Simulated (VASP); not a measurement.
The system is Cd5B3ClO9.

```
CELL_PARAMETERS angstrom
4.08600 -8.03050 0.00000
4.08600 8.03050 0.00000
-0.56107 0.00000 3.42849
ATOMIC_POSITIONS crystal
Cd 0.99037 0.73423 0.56639
Cd 0.73423 0.99037 0.56639
Cd 0.31139 0.66300 0.91232
Cd 0.66300 0.31139 0.91232
Cd 0.28718 0.28718 0.31012
B 0.62106 0.62106 0.97379
B 0.97209 0.36890 0.33700
B 0.36890 0.97209 0.33700
Cl 0.04918 0.04918 0.71162
O 0.77602 0.62357 0.01946
O 0.62357 0.77602 0.01946
O 0.45019 0.45019 0.87434
O 0.16190 0.45530 0.34660
O 0.45530 0.16190 0.34660
O 0.19657 0.83595 0.12526
O 0.83595 0.19657 0.12526
O 0.91209 0.45345 0.55521
O 0.45345 0.91209 0.55521
```

Program: VASP 6.6.1. Alike in all runs: no spin polarisation; cell as given; k mesh 4 × 4 × 7; cutoff (eV) 520; smearing fermi-dirac 0.02 eV.

Q: Order these runs on this cell by their pressure, lowest first.
A. level r2SCAN; potentials or basis VASP PAW PBE potentials, release 64 (Cd, B, Cl, O)
B. level LDA; potentials or basis VASP PAW LDA potentials, release 64 (Cd, B, Cl, O)
C. level PBE; potentials or basis VASP PAW PBE potentials, release 64 (Cd, B, Cl, O)

A: B (-3.9 GPa), A (1.7 GPa), C (6.0 GPa).

Caveats: the PAW data sets were made with another functional, which shifts forces and pressure a little (some runs).
